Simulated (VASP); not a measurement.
Write the native input for VASP 6.6.1 that does the following.

- Task: single point
- Functional: PBEsol
- Potentials or basis: VASP PAW PBE potentials, release 64 (Ta_pv, N)
- Cutoff: 520 eV
- k mesh: 17 × 17 × 5
- Occupations: gaussian, width 0.15 eV
- Spin: no spin polarisation
- Dipole correction: no
- Further INCAR settings: ALGO = Normal; EDIFF = 1e-06; NBANDS = 36

The structure of Ta2N lies in POSCAR:

```
Ta2N
1.0
   -3.0786153856      0.0000000000      0.0000000000
   -1.5393076928     -2.6661591324      0.0000000000
    0.0000000000      0.0000000000      9.4965143614
Ta N
4 2
Direct
    0.6666666667      0.6666666667      0.1250725597
    0.6666666667      0.6666666667      0.6329701943
    0.3333333333      0.3333333333      0.8907227094
    0.3333333333      0.3333333333      0.3828250748
    0.0000000000      0.0000000000      0.2539488173
    0.0000000000      0.0000000000      0.7618464518
```

The input as run:

INCAR

```
ALGO = Normal ; EDIFF = 1E-6
ENCUT = 520 ; GGA = PS
ISIF = 2 ; ISMEAR = 0
LASPH = True ; LCHARG = True
LELF = True ; LREAL = False
LVHAR = True ; LWAVE = False
NBANDS = 36 ; NELM = 60
PREC = Accurate ; SIGMA = 0.15
```

KPOINTS

```
k-points
0
Gamma
  17 17 5
```

Potentials or basis: VASP PAW PBE potentials, release 64 (Ta_pv, N).

Run with:

```sh
$ cat potpaw_PBE.64/Ta_pv/POTCAR potpaw_PBE.64/N/POTCAR > POTCAR
$ mpirun -np 1 vasp_std > vasp.out
```

Results of the run:

- Pressure: 5.0 GPa
- Largest force: 1.264 eV/Å
- Band gap on the k mesh: zero (band 27 reaches 8.55 eV, above the bottom of band 28 at 7.06 eV)

Caveat: the PAW data sets were made with another functional, which shifts forces and pressure a little; spin-orbit coupling is left out, which moves the levels of the heavy elements.

Wall time 2.8 min on 1 thread of Intel(R) Xeon(R) 6975P-C (Granite Rapids), on a shared host, peak memory 0.42 GiB.
